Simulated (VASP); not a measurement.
A run of VASP 6.6.1:

File INCAR:

```
SYSTEM = BN
PREC = Accurate
ENCUT = 520
EDIFF = 1E-6
ISMEAR = -1
SIGMA = 0.05
LREAL = .FALSE.
LASPH = .TRUE.
NELM = 80
ALGO = Normal
ISIF = 2
LWAVE = .FALSE.
LCHARG = .FALSE.
LDIPOL = .TRUE.
IDIPOL = 3
DIPOL = 0.5 0.5 0.314
GGA = PS
NBANDS = 11
```

KPOINTS

```
Automatic mesh
0
G
  12 12 1
  0 0 0
```

The input POSCAR:

```
BN
1.0
    2.5120600000     -0.0042300000      0.0000000000
   -1.2523700000      2.1776200000      0.0000000000
    0.0000000000      0.0000000000     23.9016000000
B N
1 1
Direct
    0.9940400000      0.9945700000      0.3137900000
    0.6607100000      0.3279100000      0.3137900000
```

Potentials or basis: VASP PAW PBE potentials, release 64 (B, N).

The run is started by

```bash
$ cat potpaw_PBE.64/B/POTCAR potpaw_PBE.64/N/POTCAR > POTCAR
$ mpirun -np 1 vasp_std > vasp.out
```

Hardware: 1 thread of Intel Xeon 8259CL (shared host).

Q: How long does it take, and how much memory?

A: Wall time 2.4 min on 1 thread of Intel Xeon 8259CL, with other jobs on the host, peak memory 0.27 GiB. Counts: scf iterations 20, k points 43.
